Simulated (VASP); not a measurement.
# WC in VASP: further runs

Runs on WC. Level: PBE. Tasks: single point, relaxation of cell and atoms.

Program: VASP 6.6.1. These are calculated values, not measurements. Logs are shortened: lines on timing, memory, paths and dates and some standing lists are left out, and cuts for length are marked.

### 1 The cell of the first run

The structure is cubic, space group Fm-3m (No. 225). The conventional cell has a = 4.380 Å, b = 4.380 Å, c = 4.380 Å, α = 90.00°, β = 90.00°, γ = 90.00°. Within 2.9 Å of W (site symmetry m-3m) lie 6 C at 2.19 Å. Within 2.9 Å of C (site symmetry m-3m) lie 6 W at 2.19 Å.

### 2 Single point, PBE

Input file INCAR:

```
SYSTEM = WC
PREC = Accurate
ENCUT = 520
EDIFF = 1E-6
ISMEAR = 0
SIGMA = 0.1
LREAL = .False.
LASPH = .True.
NELM = 100
ALGO = Normal
ISIF = 2
LWAVE = .False.
LCHARG = .False.
GGA = PE
NBANDS = 16
```

Input file KPOINTS:

```
regular mesh
0
Gamma
  16 16 16
  0 0 0
```

Input file POSCAR:

```
WC
1.0
    0.0000000000      2.1900108576      2.1900108576
    2.1900108576      0.0000000000      2.1900108576
    2.1900108576      2.1900108576      0.0000000000
W C
1 1
Direct
    0.0000000000      0.0000000000      0.0000000000
    0.5000000000      0.5000000000      0.5000000000
```

Potentials or basis: VASP PAW PBE potentials, release 64 (W_sv, C).

Run with:

```
> cat potpaw_PBE.64/W_sv/POTCAR potpaw_PBE.64/C/POTCAR > POTCAR
> mpirun -np 1 vasp_std > vasp.out
```

OUTCAR:

```text
SYSTEM = WC
   PREC = Accurate
   ENCUT = 520
   EDIFF = 1E-6
   ISMEAR = 0
   LREAL = .False.
   LASPH = .True.
   NELM = 100
   ISIF = 2
   GGA = PE

 ion  position               nearest neighbor table
   1  0.000  0.000  0.000-   2 2.19   2 2.19   2 2.19   2 2.19   2 2.19   2 2.19
   2  0.500  0.500  0.500-   1 2.19   1 2.19   1 2.19   1 2.19   1 2.19   1 2.19

  LATTYP: Found a face centered cubic cell.
 ALAT       =     4.3800217152

  Lattice vectors:

 A1 = (   0.0000000000,   2.1900108576,   2.1900108576)
 A2 = (   2.1900108576,   0.0000000000,   2.1900108576)
 A3 = (   2.1900108576,   2.1900108576,   0.0000000000)

Analysis of symmetry for initial positions (statically):
=====================================================================
 Subroutine PRICEL returns:
 Original cell was already a primitive cell.

 Routine SETGRP: Setting up the symmetry group for a
 face centered cubic supercell.

 Subroutine GETGRP returns: Found 48 space group operations
 (whereof 48 operations were pure point group operations)
 out of a pool of 48 trial point group operations.

The static configuration has the point symmetry O_h .

Analysis of symmetry for dynamics (positions and initial velocities):
=====================================================================
 Subroutine PRICEL returns:
 Original cell was already a primitive cell.

 Routine SETGRP: Setting up the symmetry group for a
 face centered cubic supercell.

 Subroutine GETGRP returns: Found 48 space group operations
 (whereof 48 operations were pure point group operations)
 out of a pool of 48 trial point group operations.

The dynamic configuration has the point symmetry O_h .

 Subroutine INISYM returns: Found 48 space group operations
 (whereof 48 operations are pure point group operations),
 and found     1 'primitive' translations

----------------------------------------------------------------------------------------

                                     Primitive cell

  volume of cell :      21.0072

  direct lattice vectors                    reciprocal lattice vectors
     0.000000000  2.190010858  2.190010858    -0.228309370  0.228309370  0.228309370
     2.190010858  0.000000000  2.190010858     0.228309370 -0.228309370  0.228309370
     2.190010858  2.190010858  0.000000000     0.228309370  0.228309370 -0.228309370

  length of vectors
     3.097143057  3.097143057  3.097143057     0.395443429  0.395443429  0.395443429

  position of ions in fractional coordinates (direct lattice)
     0.000000000  0.000000000  0.000000000
     0.500000000  0.500000000  0.500000000

  ion indices of the primitive-cell ions
   primitive index   ion index
                 1           1
                 2           2

----------------------------------------------------------------------------------------

 KPOINTS: regular mesh

Automatic generation of k-mesh.
 Grid dimensions read from file:
 generate k-points for:   16   16   16

 Generating k-lattice:

  Cartesian coordinates                     Fractional coordinates (reciprocal lattice)
    -0.014269336  0.014269336  0.014269336     0.062500000  0.000000000  0.000000000
     0.014269336 -0.014269336  0.014269336     0.000000000  0.062500000  0.000000000
     0.014269336  0.014269336 -0.014269336     0.000000000  0.000000000  0.062500000

  Length of vectors
     0.024715214  0.024715214  0.024715214

  Shift w.r.t. Gamma in fractional coordinates (k-lattice)
     0.000000000  0.000000000  0.000000000

 Subroutine IBZKPT returns following result:
 ===========================================

 Found    145 irreducible k-points:

 Following reciprocal coordinates:
            Coordinates               Weight
  0.000000  0.000000  0.000000      1.000000
  0.062500  0.000000  0.000000      8.000000
  0.125000  0.000000  0.000000      8.000000
  0.187500  0.000000  0.000000      8.000000
  0.250000  0.000000  0.000000      8.000000
  0.312500  0.000000  0.000000      8.000000
[... 16 lines left out ...]
 -0.125000  0.062500  0.000000     24.000000
 -0.062500  0.062500  0.000000     12.000000
 [... further k-points ...]
   k-points           NKPTS =    145   k-points in BZ     NKDIM =    145   number of bands    NBANDS=     16
   number of dos      NEDOS =    301   number of ions     NIONS =      2
   total plane-waves  NPLWV =  13824
   dimension x,y,z NGX =    24 NGY =   24 NGZ =   24
   dimension x,y,z NGXF=    48 NGYF=   48 NGZF=   48
   ions per type =               1   1
   NGX,Y,Z   is equivalent  to a cutoff of  12.88, 12.88, 12.88 a.u.
   NGXF,Y,Z  is equivalent  to a cutoff of  25.77, 25.77, 25.77 a.u.
 SYSTEM =  WC
   PREC   = accura    normal or accurate (medium, high low for compatibility)
   ISTART =      0    job   : 0-new  1-cont  2-samecut
   ICHARG =      2    charge: 1-file 2-atom 10-const
   ISPIN  =      1    spin polarized calculation?
   LNONCOLLINEAR =      F non collinear calculations
   LSORBIT =      F    spin-orbit coupling
   LASPH  =      T    aspherical Exc in radial PAW
   ENCUT  =  520.0 eV  38.22 Ry    6.18 a.u.   5.76  5.76  5.76*2*pi/ulx,y,z
   NELM   =    100;   NELMIN=  2; NELMDL= -5     # of ELM steps
   EDIFF  = 0.1E-05   stopping-criterion for ELM
   LREAL  =      F    real-space projection
   EDIFFG = 0.1E-04   stopping-criterion for IOM
   NSW    =      0    number of steps for IOM
   IBRION =     -1    ionic relax: 0-MD 1-quasi-New 2-CG
   NFREE  =      0    steps in history (QN), initial steepest desc. (CG)
   ISIF   =      2    stress and relaxation
   ISYM   =      2    0-nonsym 1-usesym 2-fastsym
   POTIM  = 0.5000    time-step for ionic-motion
   TEBEG  =    0.0;   TEEND  =   0.0 temperature during run
   PSTRESS=    0.0 pullay stress
   NELECT =      18.0000    total number of electrons
   NUPDOWN=      -1.0000    fix difference up-down
   EMIN   =  10.00;   EMAX   =-10.00  energy-range for DOS
   EFERMI =   0.00;   METHOD = LEGACY
   ISMEAR =     0;   SIGMA  =   0.10  broadening in eV -4-tet -1-fermi 0-gaus
   EFERMI_NEDOS =   21; number of points for ismear=-14 and -15
   IALGO  =     38    algorithm
   IMIX   =      4    mixing-type and parameters
     AMIX     =   0.40;   BMIX     =  1.00
     AMIX_MAG =   1.60;   BMIX_MAG =  1.00
  volume/ion in A,a.u.               =      10.50        70.88
  Fermi-wavevector in a.u.,A,eV,Ry     =   1.554925  2.938382 32.896047  2.417791
  Thomas-Fermi vector in A             =   2.658940
   LORBIT       =      0    0 simple, 1 ext, 2 COOP (PROOUT), +10 PAW based schemes
   GGA     = PE    functional components
   LHFCALC =     F    Hartree Fock is set to
   AEXX    =    0.0000 exact exchange contribution
   IVDW    =     0    specifies the selected vdW correction
   LEPSILON=     F    determine dielectric tensor
   LRPA    =     F    only Hartree local field effects (RPA)
 non-spin polarized calculation
 Gauss-broadening in eV      SIGMA  =   0.10
  energy-cutoff  :      520.00
  volume of cell :       21.01
 maximum number of plane-waves:       588
   NGX = 11   NGY = 11   NGZ = 11

 number of electron      18.0000001 magnetization

 Free energy of the ion-electron system (eV)
  ---------------------------------------------------
  ext. energy  EPLUGINS =         0.00000000
  ---------------------------------------------------
  free energy    TOTEN  =       -21.55639403 eV

  energy without entropy =      -21.55095264  energy(sigma->0) =      -21.55367333

 E-fermi :  12.4934     XC(G=0): -13.7357

 val. band max:       12.4909104462   @ k =   0.2500   0.0000   0.0000
 cond. band min:      12.4957156067   @ k =  -0.3125   0.2500   0.0625
 fundamental gap:      0.0048051604
 Fermi energy:        12.4933966530

 k-point     1 :       0.0000    0.0000    0.0000
  band No.  band energies     occupation
      1     -62.9834      2.00000
      2     -26.9762      2.00000
      3     -26.9762      2.00000
      4     -26.9762      2.00000
      5      -3.3781      2.00000
      6       9.6991      2.00000
[... 8 lines left out ...]
     15      22.1367      0.00000
     16      35.7038      0.00000

 k-point     2 :       0.0625    0.0000    0.0000
  band No.  band energies     occupation
      1     -62.9820      2.00000
      2     -26.9998      2.00000
      3     -26.9787      2.00000
      4     -26.9787      2.00000
      5      -3.2678      2.00000
      6       9.2881      2.00000
[... 8 lines left out ...]
     15      22.3984      0.00000
     16      34.3906      0.00000

 k-point     3 :       0.1250    0.0000    0.0000
  band No.  band energies     occupation
      1     -62.9779      2.00000
      2     -27.0666      2.00000
      3     -26.9859      2.00000
      4     -26.9859      2.00000
      5      -2.9443      2.00000
      6       8.3939      2.00000
[... 8 lines left out ...]
     15      23.1147      0.00000
     16      32.2715      0.00000

 k-point     4 :       0.1875    0.0000    0.0000
  band No.  band energies     occupation
      1     -62.9719      2.00000
      2     -27.1651      2.00000
      3     -26.9967      2.00000
      4     -26.9967      2.00000
      5      -2.4298      2.00000
      6       7.3327      2.00000
[... 8 lines left out ...]
     15      24.0369      0.00000
     16      30.4797      0.00000
[... 324 lines left out ...]
 k-point    22 :      -0.1875    0.0625    0.0000
  band No.  band energies     occupation
      1     -62.9685      2.00000
      2     -27.2064      2.00000
      3     -27.0243      2.00000
      4     -26.9931      2.00000
      5      -2.1426      2.00000
      6       6.8419      2.00000
[... 8 lines left out ...]
     15      24.4667      0.00000
     16      28.9647      0.00000

 k-point    23 :      -0.1250    0.0625    0.0000
  band No.  band energies     occupation
      1     -62.9749      2.00000
      2     -27.1054      2.00000
      3     -27.0085      2.00000
      4     -26.9835      2.00000
      5      -2.7036      2.00000
      6       7.9274      2.00000
[... 8 lines left out ...]
     15      23.6130      0.00000
     16      30.7701      0.00000

 k-point    24 :      -0.0625    0.0625    0.0000
  band No.  band energies     occupation
      1     -62.9797      2.00000
      2     -27.0324      2.00000
      3     -26.9926      2.00000
      4     -26.9785      2.00000
      5      -3.0875      2.00000
      6       8.9283      2.00000
[... 8 lines left out ...]
     15      22.8134      0.00000
     16      32.9043      0.00000

 [... further k-points ...]

------------------------ aborting loop because EDIFF is reached ----------------------------------------

  FORCE on cell =-STRESS in cart. coord.  units (eV):
  Direction    XX          YY          ZZ          XY          YZ          ZX
  --------------------------------------------------------------------------------------
  -------------------------------------------------------------------------------------
  Total        0.1166178      0.1166178      0.1166178     -0.0000000      0.0000000      0.0000000
  in kB        8.8941973      8.8941973      8.8941973     -0.0000000      0.0000000      0.0000000
  external PRESSURE =       8.8941973 kB  Pullay stress =       0.0000000 kB

 VOLUME and BASIS-vectors are now :
 -----------------------------------------------------------------------------
  energy-cutoff  :      520.00
  volume of cell :       21.01
      direct lattice vectors                 reciprocal lattice vectors
     0.000000000  2.190010858  2.190010858    -0.228309370  0.228309370  0.228309370
     2.190010858  0.000000000  2.190010858     0.228309370 -0.228309370  0.228309370
     2.190010858  2.190010858  0.000000000     0.228309370  0.228309370 -0.228309370

 POSITION                                       TOTAL-FORCE (eV/Angst)
 -----------------------------------------------------------------------------------
      0.00000      0.00000      0.00000         0.000000     -0.000000     -0.000000
      2.19001      2.19001      2.19001        -0.000000      0.000000      0.000000
 -----------------------------------------------------------------------------------
    total drift:                                0.000000     -0.000000     -0.000000

  FREE ENERGIE OF THE ION-ELECTRON SYSTEM (eV)
  ---------------------------------------------------
  free  energy   TOTEN  =       -21.5563940266 eV

  energy  without entropy=      -21.5509526432  energy(sigma->0) =      -21.55367333
```

It took 22 s on 1 thread of Intel Xeon Platinum 8488C (Sapphire Rapids), shared host; peak memory 0.17 GiB.

What came out:

- Free energy: -21.5564 eV
- Pressure: 0.9 GPa
- Band gap on the k mesh: zero (band 9 reaches 13.51 eV, above the bottom of band 10 at 10.39 eV)

Caveat: spin-orbit coupling is left out, which moves the levels of the heavy elements.

### 3 Relaxation of cell and atoms, PBE

This run uses another cell than the first one, of 10.54 Å³/atom, 1.004 times its volume.

Input file INCAR:

```
PREC = Accurate
ENCUT = 600
EDIFF = 1E-7
ISMEAR = 0
SIGMA = 0.1
LREAL = False
LASPH = True
NELM = 100
ALGO = Normal
ISIF = 3
LWAVE = False
LCHARG = False
GGA = PE
IBRION = 2
NSW = 100
EDIFFG = -0.005
```

Input file KPOINTS:

```
regular mesh
0
Gamma
  16 16 16
```

Input file POSCAR:

```
WC
1.0
    0.0000000000      2.1926840000      2.1926840000
    2.1926840000      0.0000000000      2.1926840000
    2.1926840000      2.1926840000      0.0000000000
W C
1 1
Direct
    0.0000000000      0.0000000000      0.0000000000
    0.5000000000      0.5000000000      0.5000000000
```

Potentials or basis: VASP PAW PBE potentials, release 64 (W_sv, C).

Run with:

```
> cat potpaw_PBE.64/W_sv/POTCAR potpaw_PBE.64/C/POTCAR > POTCAR
> mpirun -np 1 vasp_std > vasp.out
```

Run time: 77 s. Hardware: 1 thread of Intel Xeon Platinum 8488C (Sapphire Rapids), shared host; peak memory 0.2 GiB.

The run converged. Its results:

- Free energy: -21.5577 eV
- Relaxed volume: 10.53 Å³/atom
- Relaxed cell: a = 3.099 Å, b = 3.099 Å, c = 3.099 Å, α = 60.00°, β = 60.00°, γ = 60.00°
- Space group after relaxing (to 0.05 Å): Fm-3m (No. 225)
- Energy gained by relaxing: 0.0 meV/atom
- Ionic steps: 3
- Pressure after relaxing: 0.0 GPa

Final structure:
```cif
data_structure
_symmetry_space_group_name_H-M 'P 1'
_symmetry_Int_Tables_number 1
_cell_length_a 3.0994
_cell_length_b 3.0994
_cell_length_c 3.0994
_cell_angle_alpha 60.000
_cell_angle_beta 60.000
_cell_angle_gamma 60.000
_cell_volume 21.05
loop_
_atom_site_label
_atom_site_type_symbol
_atom_site_fract_x
_atom_site_fract_y
_atom_site_fract_z
_atom_site_occupancy
W1 W 0.00000 0.00000 0.00000 1
C1 C 0.50000 0.50000 0.50000 1
```

Levels at points of the mesh, in eV from the Fermi level:
```tsv
k point	band 7	band 8	band 9	band 10	band 11	band 12
(0.00, 0.00, 0.00)	-2.79	-2.79	-1.10	-1.10	-1.10	-1.00
(0.50, 0.00, 0.00)	-6.62	-6.62	1.01	1.01	2.30	4.89
(0.50, 0.50, 0.00)	-5.63	-2.54	-2.54	0.82	2.24	2.24
```

Caveat: the bands computed are all filled at some k points, so no gap is given; spin-orbit coupling is left out, which moves the levels of the heavy elements.

### 4 Single point, PBE (strained)

Input file INCAR:

```
PREC = Accurate
ENCUT = 520
EDIFF = 1E-6
ISMEAR = 0
SIGMA = 0.1
LREAL = F
LASPH = T
NELM = 100
ALGO = Normal
ISIF = 2
LWAVE = F
LCHARG = F
GGA = PE
ISYM = 0
NBANDS = 16
```

Input file KPOINTS:

```
Automatic mesh
0
Gamma
  15 15 14
```

Input file POSCAR:

```
WC
1.0
    0.0000000000      2.2508339797      2.2508339797
    2.2508339797      0.0000000000      2.2508339797
    2.1631266197      2.1631266197      0.0877073600
W C
1 1
Direct
    0.0000000000      0.0000000000      0.0000000000
    0.5000000000      0.5000000000      0.5000000000
```

Run with:

```
> cat potpaw_PBE.64/W_sv/POTCAR potpaw_PBE.64/C/POTCAR > POTCAR
> mpirun -np 1 vasp_std > vasp.out
```

It took 3.1 min on 1 thread of Intel Xeon Platinum 8488C (Sapphire Rapids), shared host; peak memory 0.6 GiB.

It converged, with:

| Property | Result |
| --- | --- |
| Free energy | -21.5100 eV |
| Pressure | -6.7 GPa |
| Band gap on the k mesh | zero (band 9 reaches 13.44 eV, above the bottom of band 10 at 9.85 eV) |

Stress tensor (GPa, compression positive):
```
-6.71  4.80 -4.97
 4.80 -6.71 -4.97
-4.97 -4.97 -6.65
```

Levels at points of the mesh, in eV from the Fermi level:
```
           k point  band 6  band 7  band 8  band 9  band 10  band 11  band 12  band 13
(0.00, 0.00, 0.00)   -2.95   -2.95   -2.09   -1.13    -1.13    -0.85    -0.85    -0.67
(0.00, 0.00, 0.50)   -9.49   -6.77   -6.77    1.35     1.35     2.61     4.56     8.96
```

Caveat: the cell differs from its parent crystal (strained); spin-orbit coupling is left out, which moves the levels of the heavy elements.

### 5 Single point, PBE

This run uses another cell than the first one, of 10.54 Å³/atom, 1.004 times its volume.

Input file INCAR:

```
SYSTEM = WC
  PREC = Accurate
  ENCUT = 600
  EDIFF = 1E-6
  ISMEAR = 0
  SIGMA = 0.1
  LREAL = .FALSE.
  LASPH = .TRUE.
  NELM = 120
  ALGO = Normal
  ISIF = 2
  LWAVE = .FALSE.
  LCHARG = .FALSE.
  GGA = PE
  NBANDS = 16
  GGA_COMPAT = .FALSE.
```

Input file KPOINTS:

```
Automatic mesh
0
G
  8 8 8
  0 0 0
```

Input file POSCAR:

```
WC
1.0
    0.0000000000      2.1926840000      2.1926840000
    2.1926840000      0.0000000000      2.1926840000
    2.1926840000      2.1926840000      0.0000000000
W C
1 1
Direct
    0.0000000000      0.0000000000      0.0000000000
    0.5000000000      0.5000000000      0.5000000000
```

Run with:

```
> cat potpaw_PBE.64/W_sv/POTCAR potpaw_PBE.64/C/POTCAR > POTCAR
> mpirun -np 1 vasp_std > vasp.out
```

It took 17 s on 1 thread of AMD EPYC 7R43 (Zen 3), shared host; peak memory 0.13 GiB.

It converged, with:

* Free energy: -21.5446 eV
* Pressure: -0.2 GPa
* Band gap on the k mesh: zero (band 9 reaches 13.45 eV, above the bottom of band 10 at 10.34 eV)

Levels at points of the mesh, in eV from the Fermi level:
```
           k point  band 6  band 7  band 8  band 9  band 10  band 11  band 12  band 13
(0.00, 0.00, 0.00)   -2.87   -2.87   -2.87   -1.19    -1.19    -1.19    -1.08    -1.08
(0.50, 0.00, 0.00)   -9.91   -6.70   -6.70    0.92     0.92     2.20     4.79     8.65
(0.50, 0.50, 0.00)   -5.89   -5.72   -2.63   -2.63     0.73     2.14     2.14     5.31
```

Caveat: spin-orbit coupling is left out, which moves the levels of the heavy elements.

### 6 The runs side by side

```csv
task,cell,k mesh,cutoff (eV),gap on the mesh (eV),pressure (GPa)
single point,"a = 3.097 Å, angles 60.0°, 2 atoms",16 × 16 × 16,520,none,0.9
relaxation of cell and atoms,"relaxed from a = 3.101 Å, angles 60.0°, 2 atoms",16 × 16 × 16,600,-,0.0
single point,"a = 3.183, b = 3.183, c = 3.060 Å, angles 58.7, 58.7, 60.0°, 2 atoms",15 × 15 × 14,520,none,-6.7
single point,"a = 3.101 Å, angles 60.0°, 2 atoms",8 × 8 × 8,600,none,-0.2
```

Alike in all rows: level PBE; potentials or basis VASP PAW PBE potentials, release 64 (W_sv, C); no spin polarisation; smearing gaussian 0.1 eV.

Caveats: spin-orbit coupling is left out, which moves the levels of the heavy elements; the bands computed are all filled at some k points, so no gap is given (some runs).

Total energies depend on the potentials used, so only differences within one code and one set of settings carry meaning.
